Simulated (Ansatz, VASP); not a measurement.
## One calculation of BaScO2F, two programs

INCAR

```
SYSTEM = BaScO2F
ALGO = Normal
EDIFF = 1E-6
ENCUT = 910
GGA = CA
GGA_COMPAT = .False.
ISIF = 2
ISMEAR = 0
LASPH = .True.
LCHARG = .False.
LREAL = .False.
LWAVE = .False.
NBANDS = 28
NELM = 120
PREC = Accurate
SIGMA = 0.05
```

File KPOINTS:

```
k-points
0
Gamma
  6 6 6
  0 0 0
```

File POSCAR:

```
BaScO2F
1.0
    4.2069470000      0.0000000000      0.0000000000
    0.0000000000      4.2069470000      0.0000000000
    0.0000000000      0.0000000000      4.2535271300
Ba Sc O F
1 1 2 1
Direct
    0.5000000000      0.5000000000      0.5000000000
    0.0000000000      0.0000000000      0.0000000000
    0.5000000000      0.0000000000      0.0000000000
    0.0000000000      0.5000000000      0.0000000000
    0.0000000000      0.0000000000      0.5000000000
```

Input for Ansatz:

```yaml
crystal:
  lattice:
    - [4.206947, 0.0, 0.0]
    - [0.0, 4.206947, 0.0]
    - [0.0, 0.0, 4.25352713]
  atoms:
    - { symbol: Ba, position: [0.5, 0.5, 0.5] }
    - { symbol: Sc, position: [0.0, 0.0, 0.0] }
    - { symbol: O, position: [0.5, 0.0, 0.0] }
    - { symbol: O, position: [0.0, 0.5, 0.0] }
    - { symbol: F, position: [0.0, 0.0, 0.5] }
basis:
  ecutwfc: 420
kpoints:
  mp_grid: { grid: [6, 6, 6] }
hamiltonian:
  xc: lda
scf:
  occupations: { method: gaussian, width: 0.05 }
output:
  forces: true
  stress: true
  eigenvalues: true
```

Change from the starting cell: strain +0.0100 x Voigt [0, 0, 1, 0, 0, 0], atoms carried along.

Alike in both runs: task single point; functional LDA; k mesh 6 × 6 × 6; occupations gaussian, width 0.05 eV; no spin polarisation.

```csv
,VASP,Ansatz
version,VASP 6.6.1,Ansatz 0.2.0
potentials or method,"VASP PAW LDA potentials, release 64 (Ba_sv, Sc_sv, O_h, F_h), cutoff 910 eV","scalar-relativistic, plane waves, PAW"
valence electrons in the cell,40,40
```

```tsv
	VASP	Ansatz	Ansatz less VASP
gap on the k mesh at the Fermi level (eV)	2.83	2.89	+0.063
least direct gap on the mesh (eV)	3.22	3.28	+0.057
```

LDA's correlation is that of Perdew and Zunger in VASP and of Perdew and Wang (1992) in Ansatz.

Spin-orbit coupling is off throughout. Noted on VASP's run: the cutoff is short for stress, so the pressure is rough.
